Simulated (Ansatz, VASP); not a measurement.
**One calculation of Ir, two programs**

POSCAR

```
Ir
1.0
    4.4615663488      0.0000000000      0.0000000000
   -2.2307831744      3.8638297987      0.0000000000
    0.0000000000      0.0000000000      2.7554862931
Ir
3
Direct
    1.0000000000      1.0000000000      0.0000000000
    0.3333333333      0.6666666667      0.5000000000
    0.6666666667      0.3333333333      0.5000000000
```

The input INCAR.step1:

```
  PREC = Accurate
  ENCUT = 520
  ISMEAR = -1
  SIGMA = 0.1
  LREAL = F
  LASPH = T
  NELM = 100
  NBANDS = 20
  GGA = PE
  ALGO = Normal
  EDIFF = 1E-4
  LWAVE = T
  LCHARG = F
```

Contents of INCAR.step2:

```
  PREC = Accurate
  ENCUT = 520
  EDIFF = 1E-6
  ISMEAR = -1
  SIGMA = 0.1
  LREAL = F
  LASPH = T
  NELM = 100
  ALGO = Normal
  ISIF = 2
  LWAVE = F
  LCHARG = T
  METAGGA = R2SCAN
  LMIXTAU = T
  LELF = T
  LVHAR = T
  NBANDS = 20
  ISTART = 1
```

File KPOINTS:

```
regular mesh
0
Gamma
  10 10 13
```

Input for Ansatz:

```yaml
crystal:
  lattice:
    - [4.4615663488, 0.0, 0.0]
    - [-2.2307831744, 3.8638297987, 0.0]
    - [0.0, 0.0, 2.7554862931]
  atoms:
    - { symbol: Ir, position: [1.0, 1.0, 0.0] }
    - { symbol: Ir, position: [0.3333333333, 0.6666666667, 0.5] }
    - { symbol: Ir, position: [0.6666666667, 0.3333333333, 0.5] }
hamiltonian:
  xc: r2scan
  pseudopotentials:
    kind: paw
    azcp:
      Ir: "pseudopotentials/Ir.paw.azcp"
basis:
  ecutwfc: 500
  fft_grid_basis: typed
kpoints:
  mp_grid: { grid: [10, 10, 13], shift: [0, 0, 0] }
magnetization:
  spin_polarized: false
scf:
  occupations: { method: fermi_dirac, width: 0.1 }
  lower_state_search: "off"
output:
  stress: true
```

Alike in both runs: task single point; functional r2SCAN; k mesh 10 × 10 × 13; occupations fermi-dirac, width 0.1 eV; no spin polarisation.

|  | VASP | Ansatz |
| --- | --- | --- |
| version | VASP 6.6.1 | Ansatz 0.2.0 |
| potentials or method | VASP PAW PBE potentials, release 64 (Ir), cutoff 520 eV | plane waves (500 eV) with PAW, scalar-relativistic |
| valence electrons in the cell | 27 | 51 |

|  | VASP | Ansatz | Ansatz less VASP |
| --- | --- | --- | --- |
| pressure (GPa) | -20.5 | -22.0 | -1.58 |
| traceless stress, the component that is largest in VASP (GPa) | 0.83 | 1.08 | +0.246 |

VASP's potentials were made for PBE, not for r2SCAN. The functional is the same, so the differences come from potentials, cutoffs and numerics. VASP's potentials hold 27 valence electrons a cell and Ansatz's 51, so a difference there can come from the potentials and not from the codes.

Neither program's run includes spin-orbit coupling.
